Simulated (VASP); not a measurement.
Input of a VASP 6.6.1 run:

Contents of POSCAR:

```
P
1.0
    3.3518459700     -0.0367050223     -0.0175781964
   -0.3896267323     34.6236991493     -0.4183736971
   -0.0247961165     -0.0555968868      4.6919704482
P
4
Direct
    0.0041543812      0.9701631862      0.6012185407
    0.0101738230      0.0302071714      0.4013975024
    0.4853022130      0.0300224555      0.0863720680
    0.5003695828      0.9696071868      0.9110118888
```

Contents of INCAR.step1:

```
ALGO     = Normal         # electronic algorithm
EDIFF    = 1E-4           # SCF threshold, eV
ENCUT    = 520            # plane-wave cutoff, eV
GGA      = PE             # functional
ISMEAR   = 0              # smearing method
LASPH    = True           # aspherical terms in the spheres
LCHARG   = False          # write CHGCAR
LREAL    = False          # projectors in reciprocal space
LWAVE    = True           # write WAVECAR
NBANDS   = 18             # bands
NELM     = 80             # most SCF steps
PREC     = Accurate       # precision mode
SIGMA    = 0.05           # smearing width, eV
```

Contents of INCAR.step2:

```
ALGO     = Normal         # electronic algorithm
EDIFF    = 1E-6           # SCF threshold, eV
ENCUT    = 520            # plane-wave cutoff, eV
ISIF     = 2              # what is computed and relaxed
ISMEAR   = 0              # smearing method
ISTART   = 1            
LASPH    = True           # aspherical terms in the spheres
LCHARG   = True           # write CHGCAR
LELF     = True           # ELF
LMIXTAU  = True         
LREAL    = False          # projectors in reciprocal space
LVHAR    = True         
LWAVE    = False          # write WAVECAR
METAGGA  = R2SCAN         # meta-GGA
NBANDS   = 18             # bands
NELM     = 80             # most SCF steps
PREC     = Accurate       # precision mode
SIGMA    = 0.05           # smearing width, eV
```

KPOINTS

```
k-points
0
Gamma
  8 1 6
```

Potentials or basis: VASP PAW PBE potentials, release 64 (P).

Launch:

```sh
$ cat potpaw_PBE.64/P/POTCAR > POTCAR
$ cp INCAR.step1 INCAR
$ mpirun -np 1 vasp_std > vasp.out
$ cp INCAR.step2 INCAR
$ mpirun -np 1 vasp_std > vasp.out
```

Predict the band gap on the k mesh.

1.10 eV (least direct gap 1.18 eV).

Predict the largest force.

0.949 eV/Å.

Forces on the atoms (eV/Å):
```
P   -0.382  0.021 -0.407
P   -0.516 -0.056  0.170
P    0.786 -0.243  0.472
P    0.112  0.278 -0.236
```

Caveat: the cell differs from its parent crystal (atoms moved at random and the cell strained at random); there is no dipole correction, which matters where the two faces differ; the PAW data sets were made with another functional, which shifts forces and pressure a little.
